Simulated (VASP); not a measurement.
# InSe in VASP: single point with PBE+D3(BJ)

Aim: the single point of InSe with PBE+D3(BJ).

Everything below comes from runs of VASP 6.6.1. Logs are shortened: lines on timing, memory, paths and dates and some standing lists are left out, and cuts for length are marked.

**1. The cell of the first run**

The cell holds a slab with vacuum, 8 atoms: a = 4.027 Å, b = 4.027 Å, c = 28.271 Å, α = 90.00°, β = 90.00°, γ = 120.00°.

**2. Single point, PBE+D3(BJ) (layers slid over each other, then relaxed in part)**

Input file INCAR:

```
PREC = Accurate
ENCUT = 520
EDIFF = 1E-6
ISMEAR = 0
SIGMA = 0.05
LREAL = F
LASPH = T
NELM = 80
ALGO = Normal
ISIF = 2
LWAVE = F
LCHARG = F
LDIPOL = T
IDIPOL = 3
DIPOL = 0.5 0.5 0.404
GGA = PE
IVDW = 12
NBANDS = 48
```

Input file KPOINTS:

```
Automatic mesh
0
Gamma
  9 9 1
```

Input file POSCAR:

```
InSe
1.0
    4.0266404825      0.0000000000      0.0000000000
   -2.0133202413      3.4871729498      0.0000000000
    0.0000000000      0.0000000000     28.2710567674
Se In
4 4
Direct
    0.0000000000      0.0000000000      0.1591733920
    0.0000000000      0.0000000000      0.3494815449
    0.4444444444      0.8888888889      0.4580348251
    0.4444444444      0.8888888889      0.6483608172
    0.6666666667      0.3333333333      0.2049745421
    0.6666666667      0.3333333333      0.3038095943
    1.1111111111      1.2222222222      0.5037292573
    1.1111111111      1.2222222222      0.6025623004
```

Potentials or basis: VASP PAW PBE potentials, release 64 (Se, In_d).

Run with:

```
> cat potpaw_PBE.64/Se/POTCAR potpaw_PBE.64/In_d/POTCAR > POTCAR
> mpirun -np 1 vasp_std > vasp.out
```

OUTCAR:

```text
PREC = Accurate
   ENCUT = 520
   EDIFF = 1E-6
   ISMEAR = 0
   LREAL = F
   LASPH = T
   NELM = 80
   ISIF = 2
   GGA = PE
   IVDW = 12
 IVDW          = 12

 ion  position               nearest neighbor table
   1  0.000  0.000  0.159-   5 2.66   5 2.66   5 2.66
   2  0.000  0.000  0.349-   6 2.66   6 2.66   6 2.66
   3  0.444  0.889  0.458-   7 2.66   7 2.66   7 2.66
   4  0.444  0.889  0.648-   8 2.66   8 2.66   8 2.66
   5  0.667  0.333  0.205-   1 2.66   1 2.66   1 2.66   6 2.79
   6  0.667  0.333  0.304-   2 2.66   2 2.66   2 2.66   5 2.79
   7  0.111  0.222  0.504-   3 2.66   3 2.66   3 2.66   8 2.79
   8  0.111  0.222  0.603-   4 2.66   4 2.66   4 2.66   7 2.79

  LATTYP: Found a hexagonal cell.
 ALAT       =     4.0266404825
 C/A-ratio  =     7.0210034619

  Lattice vectors:

 A1 = (   4.0266404825,   0.0000000000,   0.0000000000)
 A2 = (  -2.0133202413,   3.4871729498,   0.0000000000)
 A3 = (   0.0000000000,   0.0000000000,  28.2710567674)

Analysis of symmetry for initial positions (statically):
=====================================================================
 Subroutine PRICEL returns:
 Original cell was already a primitive cell.

 Routine SETGRP: Setting up the symmetry group for a
 hexagonal supercell.

 Subroutine GETGRP returns: Found  2 space group operations
 (whereof  2 operations were pure point group operations)
 out of a pool of 24 trial point group operations.

The static configuration has the point symmetry C_1h.

Analysis of symmetry for dynamics (positions and initial velocities):
=====================================================================
 Subroutine PRICEL returns:
 Original cell was already a primitive cell.

 Routine SETGRP: Setting up the symmetry group for a
 hexagonal supercell.

 Subroutine GETGRP returns: Found  2 space group operations
 (whereof  2 operations were pure point group operations)
 out of a pool of 24 trial point group operations.

The dynamic configuration has the point symmetry C_1h.

 Subroutine INISYM returns: Found  2 space group operations
 (whereof  2 operations are pure point group operations),
 and found     1 'primitive' translations

----------------------------------------------------------------------------------------

                                     Primitive cell

  volume of cell :     396.9706

  direct lattice vectors                    reciprocal lattice vectors
     4.026640483  0.000000000  0.000000000     0.248345986  0.143382622  0.000000000
    -2.013320241  3.487172950  0.000000000     0.000000000  0.286765243  0.000000000
     0.000000000  0.000000000 28.271056767     0.000000000  0.000000000  0.035371865

  length of vectors
     4.026640483  4.026640483 28.271056767     0.286765243  0.286765243  0.035371865

  position of ions in fractional coordinates (direct lattice)
     0.000000000  0.000000000  0.159173392
     0.000000000  0.000000000  0.349481545
     0.444444444  0.888888889  0.458034825
     0.444444444  0.888888889  0.648360817
     0.666666667  0.333333333  0.204974542
     0.666666667  0.333333333  0.303809594
     0.111111111  0.222222222  0.503729257
     0.111111111  0.222222222  0.602562300

  ion indices of the primitive-cell ions
   primitive index   ion index
                 1           1
                 2           2
                 3           3
                 4           4
                 5           5
                 6           6
                 7           7
                 8           8

----------------------------------------------------------------------------------------

 KPOINTS: Automatic mesh

Automatic generation of k-mesh.
 Grid dimensions read from file:
 generate k-points for:    9    9    1

 Generating k-lattice:

  Cartesian coordinates                     Fractional coordinates (reciprocal lattice)
     0.027593998  0.015931402  0.000000000     0.111111111  0.000000000  0.000000000
     0.000000000  0.031862805  0.000000000     0.000000000  0.111111111  0.000000000
     0.000000000  0.000000000  0.035371865     0.000000000  0.000000000  1.000000000

  Length of vectors
     0.031862805  0.031862805  0.035371865

  Shift w.r.t. Gamma in fractional coordinates (k-lattice)
     0.000000000  0.000000000  0.000000000

 Subroutine IBZKPT returns following result:
 ===========================================

 Found     25 irreducible k-points:

 Following reciprocal coordinates:
            Coordinates               Weight
  0.000000  0.000000  0.000000      1.000000
  0.111111  0.000000  0.000000      4.000000
  0.000000  0.111111  0.000000      2.000000
  0.222222  0.000000  0.000000      4.000000
  0.000000  0.222222  0.000000      2.000000
  0.333333  0.000000  0.000000      4.000000
[... 16 lines left out ...]
 -0.222222 -0.444444  0.000000      4.000000
  0.444444  0.333333  0.000000      4.000000
   k-points           NKPTS =     25   k-points in BZ     NKDIM =     25   number of bands    NBANDS=     48
   number of dos      NEDOS =    301   number of ions     NIONS =      8
   total plane-waves  NPLWV = 189000
   dimension x,y,z NGX =    30 NGY =   30 NGZ =  210
   dimension x,y,z NGXF=    60 NGYF=   60 NGZF=  420
   ions per type =               4   4
   NGX,Y,Z   is equivalent  to a cutoff of  12.39, 12.39, 12.35 a.u.
   NGXF,Y,Z  is equivalent  to a cutoff of  24.77, 24.77, 24.70 a.u.
 SYSTEM =  unknown system
   PREC   = accura    normal or accurate (medium, high low for compatibility)
   ISTART =      0    job   : 0-new  1-cont  2-samecut
   ICHARG =      2    charge: 1-file 2-atom 10-const
   ISPIN  =      1    spin polarized calculation?
   LNONCOLLINEAR =      F non collinear calculations
   LSORBIT =      F    spin-orbit coupling
   LASPH  =      T    aspherical Exc in radial PAW
   ENCUT  =  520.0 eV  38.22 Ry    6.18 a.u.   7.49  7.49 52.57*2*pi/ulx,y,z
   NELM   =     80;   NELMIN=  2; NELMDL= -5     # of ELM steps
   EDIFF  = 0.1E-05   stopping-criterion for ELM
   LREAL  =      F    real-space projection
   EDIFFG = 0.1E-04   stopping-criterion for IOM
   NSW    =      0    number of steps for IOM
   IBRION =     -1    ionic relax: 0-MD 1-quasi-New 2-CG
   NFREE  =      0    steps in history (QN), initial steepest desc. (CG)
   ISIF   =      2    stress and relaxation
   ISYM   =      2    0-nonsym 1-usesym 2-fastsym
   POTIM  = 0.5000    time-step for ionic-motion
   TEBEG  =    0.0;   TEEND  =   0.0 temperature during run
   PSTRESS=    0.0 pullay stress
   NELECT =      76.0000    total number of electrons
   NUPDOWN=      -1.0000    fix difference up-down
   EMIN   =  10.00;   EMAX   =-10.00  energy-range for DOS
   EFERMI =   0.00;   METHOD = LEGACY
   ISMEAR =     0;   SIGMA  =   0.05  broadening in eV -4-tet -1-fermi 0-gaus
   EFERMI_NEDOS =   21; number of points for ismear=-14 and -15
   IALGO  =     38    algorithm
   IMIX   =      4    mixing-type and parameters
     AMIX     =   0.40;   BMIX     =  1.00
     AMIX_MAG =   1.60;   BMIX_MAG =  1.00
  volume/ion in A,a.u.               =      49.62       334.86
  Fermi-wavevector in a.u.,A,eV,Ry     =   0.943539  1.783030 12.112805  0.890266
  Thomas-Fermi vector in A             =   2.071256
   LORBIT       =      0    0 simple, 1 ext, 2 COOP (PROOUT), +10 PAW based schemes
   GGA     = PE    functional components
   LHFCALC =     F    Hartree Fock is set to
   AEXX    =    0.0000 exact exchange contribution
   IVDW    =    12    specifies the selected vdW correction
   LEPSILON=     F    determine dielectric tensor
   LRPA    =     F    only Hartree local field effects (RPA)
 non-spin polarized calculation
 Gauss-broadening in eV      SIGMA  =   0.05
  energy-cutoff  :      520.00
  volume of cell :      396.97
 maximum number of plane-waves:     10749
 NGX is ok and might be reduce to    30
   NGX = 15   NGY = 15   NGZ =105

 dipolmoment           0.000000      0.000000      0.000427 electrons x Angstroem

 number of electron      76.0000002 magnetization

 dipolmoment           0.000000      0.000000     -0.000198 electrons x Angstroem

 Free energy of the ion-electron system (eV)
  ---------------------------------------------------
  ext. energy  EPLUGINS =         0.00000000
  ---------------------------------------------------
  free energy    TOTEN  =       -28.35942838 eV

  energy without entropy =      -28.35942838  energy(sigma->0) =      -28.35942838

 E-fermi :   0.1193     XC(G=0):  -5.6349

 val. band max:       -0.1487554083   @ k =   0.0000   0.1111   0.0000
 cond. band min:       0.9136608556   @ k =   0.0000   0.0000   0.0000
 fundamental gap:      1.0624162639
 Fermi energy:         0.1192776787

 k-point     1 :       0.0000    0.0000    0.0000
  band No.  band energies     occupation
      1     -14.5224      2.00000
      2     -14.5193      2.00000
      3     -14.3391      2.00000
      4     -14.3387      2.00000
      5     -14.3364      2.00000
      6     -14.3353      2.00000
[... 40 lines left out ...]
     47       5.0451      0.00000
     48       5.1843      0.00000

 k-point     2 :       0.1111    0.0000    0.0000
  band No.  band energies     occupation
      1     -14.5219      2.00000
      2     -14.5188      2.00000
      3     -14.3800      2.00000
      4     -14.3755      2.00000
      5     -14.3372      2.00000
      6     -14.3343      2.00000
[... 40 lines left out ...]
     47       5.1032      0.00000
     48       5.1830      0.00000

 k-point     3 :       0.0000    0.1111    0.0000
  band No.  band energies     occupation
      1     -14.5219      2.00000
      2     -14.5189      2.00000
      3     -14.3807      2.00000
      4     -14.3759      2.00000
      5     -14.3369      2.00000
      6     -14.3335      2.00000
[... 1060 lines left out ...]
     47       5.2553      0.00000
     48       5.3287      0.00000

 k-point    24 :       0.4444    0.3333    0.0000
  band No.  band energies     occupation
      1     -14.6304      2.00000
      2     -14.6274      2.00000
      3     -14.5293      2.00000
      4     -14.5262      2.00000
      5     -14.4649      2.00000
      6     -14.4617      2.00000
[... 40 lines left out ...]
     47       5.2849      0.00000
     48       5.3318      0.00000

 [... further k-points ...]

------------------------ aborting loop because EDIFF is reached ----------------------------------------

 vacuum level on the upper side and lower side of the slab       (xc-potential included)        -0.131        -0.129

 Edisp (eV)   -2.06352

 E8    (eV) :    -0.9680

  FORCE on cell =-STRESS in cart. coord.  units (eV):
  Direction    XX          YY          ZZ          XY          YZ          ZX
  --------------------------------------------------------------------------------------
  -------------------------------------------------------------------------------------
  Total       0.28328    -0.04698     0.02098     0.00000    -0.07451     0.00000
  in kB       1.14332    -0.18961     0.08466     0.00000    -0.30074     0.00000
  external pressure =        0.35 kB  Pullay stress =        0.00 kB

 VOLUME and BASIS-vectors are now :
 -----------------------------------------------------------------------------
  energy-cutoff  :      520.00
  volume of cell :      396.97
      direct lattice vectors                 reciprocal lattice vectors
     4.026640483  0.000000000  0.000000000     0.248345986  0.143382622  0.000000000
    -2.013320241  3.487172950  0.000000000     0.000000000  0.286765243  0.000000000
     0.000000000  0.000000000 28.271056767     0.000000000  0.000000000  0.035371865

 POSITION                                       TOTAL-FORCE (eV/Angst)
 -----------------------------------------------------------------------------------
      0.00000      0.00000      4.50000        -0.000000      0.001746     -0.014313
      0.00000      0.00000      9.88021        -0.000000      0.032340      0.014639
     -0.00000      3.09971     12.94913         0.000000     -0.010134     -0.014739
     -0.00000      3.09971     18.32985        -0.000000      0.000827      0.014563
      2.01332      1.16239      5.79485        -0.000000      0.003620      0.013362
      2.01332      1.16239      8.58902         0.000000     -0.016698     -0.014442
     -0.00000      0.77493     14.24096         0.000000     -0.012919      0.014121
     -0.00000      0.77493     17.03507        -0.000000      0.001218     -0.013192
 -----------------------------------------------------------------------------------
    total drift:                               -0.000000     -0.000291      0.000264

  FREE ENERGIE OF THE ION-ELECTRON SYSTEM (eV)
  ---------------------------------------------------
  free  energy   TOTEN  =       -30.4229471198 eV

  energy  without entropy=      -30.4229471198  energy(sigma->0) =      -30.42294712

 vacuum level on the upper side and lower side of the slab         5.395         5.398
```

Run time: 13 min. Hardware: 1 thread of Intel Xeon Platinum 8259CL at 2.50GHz (Skylake/Cascade Lake), shared host; peak memory 0.66 GiB.

What came out:

* Free energy: -30.4229 eV
* Largest force: 0.035 eV/Å
* Band gap on the k mesh: 1.06 eV (least direct gap 1.12 eV)
* Dispersion energy per atom: -0.258 eV

Forces in eV/Å, atoms in the order of the input:
```
Se   0.000  0.002 -0.014
Se   0.000  0.032  0.015
Se   0.000 -0.010 -0.015
Se   0.000  0.001  0.015
In   0.000  0.004  0.013
In   0.000 -0.017 -0.014
In   0.000 -0.013  0.014
In   0.000  0.001 -0.013
```

Caveat: the cell differs from its parent crystal (layers slid over each other, then relaxed in part); spin-orbit coupling is left out, which moves the levels of the heavy elements.
